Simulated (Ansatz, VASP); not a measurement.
# One calculation of SiO2, two programs

```xyz
6
Lattice="3.5180 0.0000 0.0000 0.0000 3.5180 0.0000 0.0000 0.0000 2.3017" Properties=species:S:1:pos:R:3 pbc="T T T"
Si    0.0000    0.0000    0.0000
Si    1.7590    1.7590    1.1508
O     1.0487    1.0487    0.0000
O     2.4692    2.4692    0.0000
O     2.8077    0.7102    1.1508
O     0.7102    2.8077    1.1508
```

Alike in both runs: task single point; functional LDA; k mesh 8 × 8 × 11; occupations fermi-dirac, width 0.08 eV; no spin polarisation.

```csv
,VASP,Ansatz
version,VASP 6.6.1,Ansatz 0.2.0
potentials or method,"VASP PAW LDA potentials, release 64 (Si, O)","PAW with other files of Ansatz's library (level accurate), scalar-relativistic"
plane-wave cutoff (eV),600,900
valence electrons in the cell,32,32
```

Ansatz gave:

```
gap on the k mesh at the Fermi level (eV)                     : 6.86
pressure (GPa)                                                : 408.0
traceless stress, the component that is largest in VASP (GPa) : 0.24
rms of the force components (eV/Å)                            : 0.010
```

Q: What did VASP give for the same quantities?

A: gap on the k mesh at the Fermi level (eV): 6.81; pressure (GPa): 412.3; traceless stress, the component that is largest in VASP (GPa): 1.61; rms of the force components (eV/Å): 0.035.

LDA's correlation is that of Perdew and Zunger in VASP and of Perdew and Wang (1992) in Ansatz. Atom by atom the forces differ by 0.045 eV/Å (rms over components). Both programs put the cell under a high pressure, so it lies far from rest at this level.

Noted on VASP's run: the cell as given lies far from equilibrium.
